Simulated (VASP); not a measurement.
# MnO2 (P4_2/mnm) in VASP: single point with PBE-based screened hybrid with 10 % exact exchange

Aim: the single point of MnO2 with PBE-based screened hybrid with 10 % exact exchange.

All numbers are computed with VASP 6.6.1; they aren't measurements. Logs are shortened: lines on timing, memory, paths and dates and some standing lists are left out, and cuts for length are marked.

### Step 1. The cell of the first run

The structure is tetragonal, space group P4_2/mnm (No. 136). The conventional cell has a = 4.374 Å, b = 4.374 Å, c = 2.900 Å, α = 90.00°, β = 90.00°, γ = 90.00°. Mn (site symmetry mmm) has 6 O at 1.88 to 1.89 Å within 2.5 Å. O (site symmetry m2m) has 3 Mn at 1.88 to 1.89 Å and 1 O at 2.41 Å within 2.5 Å.

### Step 2. Single point, PBE-based screened hybrid with 10 % exact exchange, collinear spin, ferromagnetic start

File POSCAR:

```
MnO2
1.0
    4.3742894772      0.0000000000      0.0000000000
    0.0000000000      4.3742894772      0.0000000000
    0.0000000000      0.0000000000      2.8995670392
Mn O
2 4
Direct
    0.0000000000      0.0000000000      0.0000000000
    0.5000000000      0.5000000000      0.5000000000
    0.3053076587      0.3053076587      0.0000000000
    0.1946923413      0.8053076587      0.5000000000
    0.6946923413      0.6946923413      0.0000000000
    0.8053076587      0.1946923413      0.5000000000
```

File INCAR.step1:

```
SYSTEM = MnO2
PREC = Accurate
ENCUT = 520
EDIFF = 1E-5
ISMEAR = 0
SIGMA = 0.05
LREAL = .FALSE.
LASPH = .TRUE.
NELM = 200
ALGO = Normal
ISIF = 2
LWAVE = .TRUE.
LCHARG = .FALSE.
ISPIN = 2
MAGMOM = 2.91 2.91 0 0 0 0
LORBIT = 11
LMAXMIX = 4
GGA = PE
NBANDS = 38
GGA_COMPAT = .FALSE.
LUSENCCL = .FALSE.
```

File INCAR.step2:

```
SYSTEM = MnO2
PREC = Accurate
ENCUT = 520
EDIFF = 1E-6
ISMEAR = 0
SIGMA = 0.05
LREAL = .FALSE.
LASPH = .TRUE.
NELM = 200
ALGO = Normal
ISIF = 2
LWAVE = .FALSE.
LCHARG = .FALSE.
ISPIN = 2
MAGMOM = 2.91 2.91 0 0 0 0
LORBIT = 11
LMAXMIX = 4
GGA = PE
LHFCALC = .TRUE.
AEXX = 0.1
HFSCREEN = 0.20787
PRECFOCK = Normal
ISTART = 1
NBANDS = 38
GGA_COMPAT = .FALSE.
LUSENCCL = .FALSE.
```

File KPOINTS:

```
regular mesh
0
G
  4 4 6
  0 0 0
```

Potentials or basis: VASP PAW PBE potentials, release 64 (Mn_pv, O).

The run is started by

```console
cat potpaw_PBE.64/Mn_pv/POTCAR potpaw_PBE.64/O/POTCAR > POTCAR
cp INCAR.step1 INCAR
mpirun -np 1 vasp_std > vasp.out
cp INCAR.step2 INCAR
mpirun -np 1 vasp_std > vasp.out
```

OUTCAR:

```text
SYSTEM = MnO2
   PREC = Accurate
   ENCUT = 520
   EDIFF = 1E-6
   ISMEAR = 0
   LREAL = .FALSE.
   LASPH = .TRUE.
   NELM = 200
   ISIF = 2
   ISPIN = 2
   LORBIT = 11
   GGA = PE
   LHFCALC = .TRUE.
   AEXX = 0.1
   HFSCREEN = 0.20787
   PRECFOCK = Normal
   ISTART = 1

 ion  position               nearest neighbor table
   1  0.000  0.000  0.000-   4 1.88   6 1.88   4 1.88   6 1.88   5 1.89   3 1.89
   2  0.500  0.500  0.500-   3 1.88   5 1.88   3 1.88   5 1.88   4 1.89   6 1.89
   3  0.305  0.305  0.000-   2 1.88   2 1.88   1 1.89
   4  0.195  0.805  0.500-   1 1.88   1 1.88   2 1.89
   5  0.695  0.695  0.000-   2 1.88   2 1.88   1 1.89
   6  0.805  0.195  0.500-   1 1.88   1 1.88   2 1.89

  LATTYP: Found a simple tetragonal cell.
 ALAT       =     4.3742894772
 C/A-ratio  =     0.6628658333

  Lattice vectors:

 A1 = (   4.3742894772,   0.0000000000,   0.0000000000)
 A2 = (   0.0000000000,   4.3742894772,   0.0000000000)
 A3 = (   0.0000000000,   0.0000000000,   2.8995670392)

Analysis of symmetry for initial positions (statically):
=====================================================================
 Subroutine PRICEL returns:
 Original cell was already a primitive cell.

 Routine SETGRP: Setting up the symmetry group for a
 simple tetragonal supercell.

 Subroutine GETGRP returns: Found 16 space group operations
 (whereof  8 operations were pure point group operations)
 out of a pool of 16 trial point group operations.

The static configuration has the point symmetry D_2h.
 The point group associated with its full space group is D_4h.

Analysis of symmetry for dynamics (positions and initial velocities):
=====================================================================
 Subroutine PRICEL returns:
 Original cell was already a primitive cell.

 Routine SETGRP: Setting up the symmetry group for a
 simple tetragonal supercell.

 Subroutine GETGRP returns: Found 16 space group operations
 (whereof  8 operations were pure point group operations)
 out of a pool of 16 trial point group operations.

The dynamic configuration has the point symmetry D_2h.
 The point group associated with its full space group is D_4h.

Analysis of structural, dynamic, and magnetic symmetry:
=====================================================================
 Subroutine PRICEL returns:
 Original cell was already a primitive cell.

 Routine SETGRP: Setting up the symmetry group for a
 simple tetragonal supercell.

 Subroutine GETGRP returns: Found 16 space group operations
 (whereof  8 operations were pure point group operations)
 out of a pool of 16 trial point group operations.

The overall configuration has the point symmetry D_2h.
 The point group associated with its full space group is D_4h.

 Subroutine INISYM returns: Found 16 space group operations
 (whereof  8 operations are pure point group operations),
 and found     1 'primitive' translations

----------------------------------------------------------------------------------------

                                     Primitive cell

  volume of cell :      55.4815

  direct lattice vectors                    reciprocal lattice vectors
     4.374289477  0.000000000  0.000000000     0.228608556  0.000000000  0.000000000
     0.000000000  4.374289477  0.000000000     0.000000000  0.228608556  0.000000000
     0.000000000  0.000000000  2.899567039     0.000000000  0.000000000  0.344879076

  length of vectors
     4.374289477  4.374289477  2.899567039     0.228608556  0.228608556  0.344879076

  position of ions in fractional coordinates (direct lattice)
     0.000000000  0.000000000  0.000000000
     0.500000000  0.500000000  0.500000000
     0.305307659  0.305307659  0.000000000
     0.194692341  0.805307659  0.500000000
     0.694692341  0.694692341  0.000000000
     0.805307659  0.194692341  0.500000000

  ion indices of the primitive-cell ions
   primitive index   ion index
                 1           1
                 2           2
                 3           3
[... 57 lines left out ...]
   number of dos      NEDOS =    301   number of ions     NIONS =      6
   total plane-waves  NPLWV =  31104
   dimension x,y,z NGX =    36 NGY =   36 NGZ =   24
   dimension x,y,z NGXF=    72 NGYF=   72 NGZF=   48
   ions per type =               2   4
   NGX,Y,Z   is equivalent  to a cutoff of  13.68, 13.68, 13.76 a.u.
   NGXF,Y,Z  is equivalent  to a cutoff of  27.36, 27.36, 27.52 a.u.
 SYSTEM =  MnO2
   PREC   = accura    normal or accurate (medium, high low for compatibility)
   ISTART =      1    job   : 0-new  1-cont  2-samecut
   ICHARG =      0    charge: 1-file 2-atom 10-const
   ISPIN  =      2    spin polarized calculation?
   LNONCOLLINEAR =      F non collinear calculations
   LSORBIT =      F    spin-orbit coupling
   LASPH  =      T    aspherical Exc in radial PAW
   ENCUT  =  520.0 eV  38.22 Ry    6.18 a.u.   8.13  8.13  5.39*2*pi/ulx,y,z
   NELM   =    200;   NELMIN=  2; NELMDL=  0     # of ELM steps
   EDIFF  = 0.1E-05   stopping-criterion for ELM
   LREAL  =      F    real-space projection
   EDIFFG = 0.1E-04   stopping-criterion for IOM
   NSW    =      0    number of steps for IOM
   IBRION =     -1    ionic relax: 0-MD 1-quasi-New 2-CG
   NFREE  =      0    steps in history (QN), initial steepest desc. (CG)
   ISIF   =      2    stress and relaxation
   ISYM   =      3    0-nonsym 1-usesym 2-fastsym
   POTIM  = 0.5000    time-step for ionic-motion
   TEBEG  =    0.0;   TEEND  =   0.0 temperature during run
   PSTRESS=    0.0 pullay stress
   NELECT =      50.0000    total number of electrons
   NUPDOWN=      -1.0000    fix difference up-down
   EMIN   =  10.00;   EMAX   =-10.00  energy-range for DOS
   EFERMI =   0.00;   METHOD = LEGACY
   ISMEAR =     0;   SIGMA  =   0.05  broadening in eV -4-tet -1-fermi 0-gaus
   EFERMI_NEDOS =   21; number of points for ismear=-14 and -15
   IALGO  =     38    algorithm
   IMIX   =      1    mixing-type and parameters
     AMIX     =   0.40;   BMIX     =  1.00
     AMIX_MAG =   1.60;   BMIX_MAG =  1.00
  volume/ion in A,a.u.               =       9.25        62.40
  Fermi-wavevector in a.u.,A,eV,Ry     =   1.581304  2.988232 34.021682  2.500523
  Thomas-Fermi vector in A             =   2.681400
   LORBIT       =     11    0 simple, 1 ext, 2 COOP (PROOUT), +10 PAW based schemes
   GGA     = PE    functional components
   LHFCALC =     T    Hartree Fock is set to
   PRECFOCK=normal    Normal, Fast or Accurate (Low or Medium for compatibility)
   ENCUT4O =  -1.0   cutoff for four orbital integrals eV
   NKREDX  =     1    reduce k-point grid by
   NKREDY  =     1    reduce k-point grid by
   NKREDZ  =     1    reduce k-point grid by
   AEXX    =    0.1000 exact exchange contribution
   HFSCREEN=    0.2079 screening length (either q_TF or 0.3 A-1)
   HFSCREENC=   0.2079 screening length for correlation (either q_TF or 0.3 A-1)
   ENCUTFOCK=  -1.0 apply spherical cutoff to Coloumb kernel
   IVDW    =     0    specifies the selected vdW correction
   LEPSILON=     F    determine dielectric tensor
   LRPA    =     F    only Hartree local field effects (RPA)
 spin polarized calculation
 Gauss-broadening in eV      SIGMA  =   0.05
  energy-cutoff  :      520.00
  volume of cell :       55.48
 maximum number of plane-waves:      1532
 NGX is ok and might be reduce to    36
  NGX = 28; NGY = 28; NGZ = 18

 number of electron      49.9999951 magnetization       6.0000039

 Free energy of the ion-electron system (eV)
  ---------------------------------------------------
  ext. energy  EPLUGINS =         0.00000000
  ---------------------------------------------------
  free energy    TOTEN  =       -53.89573678 eV

  energy without entropy =      -53.89573678  energy(sigma->0) =      -53.89573678

 E-fermi :   4.9847     XC(G=0): -11.1560

 val. band max:        4.8076234805   @ k =   0.0000   0.0000   0.0000
 cond. band min:       5.1619598337   @ k =   0.0000   0.0000   0.0000
 fundamental gap:      0.3543363532
 Fermi energy:         4.9847484032

 spin component 1

 k-point     1 :       0.0000    0.0000    0.0000
  band No.  band energies     occupation
      1     -47.5533      1.00000
      2     -47.5461      1.00000
      3     -47.5001      1.00000
      4     -47.5001      1.00000
      5     -47.4306      1.00000
      6     -47.4306      1.00000
[... 949 lines left out ...]
     36      18.9504      0.00000
     37      20.8056      0.00000
 Fermi energy:         4.9847484032

 spin component 2

 k-point     1 :       0.0000    0.0000    0.0000
  band No.  band energies     occupation
      1     -43.9864      1.00000
      2     -43.9737      1.00000
      3     -43.9009      1.00000
      4     -43.9008      1.00000
      5     -43.8448      1.00000
      6     -43.8448      1.00000
[... 949 lines left out ...]
     36      19.7085      0.00000
     37      21.1585      0.00000
 [bands above 37 left out]

------------------------ aborting loop because EDIFF is reached ----------------------------------------

  FORCE on cell =-STRESS in cart. coord.  units (eV):
  Direction    XX          YY          ZZ          XY          YZ          ZX
  --------------------------------------------------------------------------------------
  -------------------------------------------------------------------------------------
  Total        1.5756900      1.5756900     -0.2126070      0.0000000      0.0000000      0.0000000
  in kB       45.5022806     45.5022806     -6.1395993      0.0000000      0.0000000      0.0000000
  external PRESSURE =      28.2883206 kB  Pullay stress =       0.0000000 kB

 VOLUME and BASIS-vectors are now :
 -----------------------------------------------------------------------------
  energy-cutoff  :      520.00
  volume of cell :       55.48
      direct lattice vectors                 reciprocal lattice vectors
     4.374289477  0.000000000  0.000000000     0.228608556  0.000000000  0.000000000
     0.000000000  4.374289477  0.000000000     0.000000000  0.228608556  0.000000000
     0.000000000  0.000000000  2.899567039     0.000000000  0.000000000  0.344879076

 POSITION                                       TOTAL-FORCE (eV/Angst)
 -----------------------------------------------------------------------------------
      0.00000      0.00000      0.00000         0.000000      0.000000     -0.000000
      2.18714      2.18714      1.44978         0.000000      0.000000     -0.000000
      1.33550      1.33550      0.00000         0.051481      0.051481      0.000000
      0.85164      3.52265      1.44978        -0.051481      0.051481      0.000000
      3.03879      3.03879      0.00000        -0.051481     -0.051481     -0.000000
      3.52265      0.85164      1.44978         0.051481     -0.051481     -0.000000
 -----------------------------------------------------------------------------------
    total drift:                                0.000000      0.000000      0.000002

  FREE ENERGIE OF THE ION-ELECTRON SYSTEM (eV)
  ---------------------------------------------------
  free  energy   TOTEN  =       -53.8957367775 eV

  energy  without entropy=      -53.8957367764  energy(sigma->0) =      -53.89573678

 total charge

# of ion       s       p       d       tot
------------------------------------------
    1        0.363   6.478   4.838  11.678
    2        0.363   6.478   4.838  11.678
    3        1.569   3.486   0.000   5.055
    4        1.569   3.486   0.000   5.055
    5        1.569   3.486   0.000   5.055
    6        1.569   3.486   0.000   5.055
--------------------------------------------------
tot          7.002  26.901   9.676  43.579

 magnetization (x)

# of ion       s       p       d       tot
------------------------------------------
    1        0.019   0.030   2.761   2.810
    2        0.019   0.030   2.761   2.810
    3       -0.001   0.052   0.000   0.051
    4       -0.001   0.052   0.000   0.051
    5       -0.001   0.052   0.000   0.051
    6       -0.001   0.052   0.000   0.051
--------------------------------------------------
tot          0.036   0.268   5.522   5.826
```

It took 40 min on 1 × NVIDIA H100 80GB with 1 thread of AMD EPYC 7R13 (Zen 3), shared host; peak memory 1.2 GiB.

Results:

| Property | Result |
| --- | --- |
| Free energy | -53.8957 eV |
| Pressure | 2.8 GPa |
| Largest force | 0.073 eV/Å |
| Band gap on the k mesh | 0.35 eV |
| Net moment | 6.00 μB per cell |
| Site moments | Mn +2.81; O +0.05 μB |
| Valence electrons inside the program's atomic spheres | Mn 11.68; O 5.05 |

Forces on the atoms (eV/Å):
```
Mn   0.000  0.000  0.000
Mn   0.000  0.000  0.000
O    0.051  0.051  0.000
O   -0.051  0.051  0.000
O   -0.051 -0.051  0.000
O    0.051 -0.051  0.000
```

Caveat: the PAW data sets were made with another functional, which shifts forces and pressure a little; only a ferromagnetic start was run, and an antiferromagnetic order may lie lower in energy. A k mesh can miss the band edges.
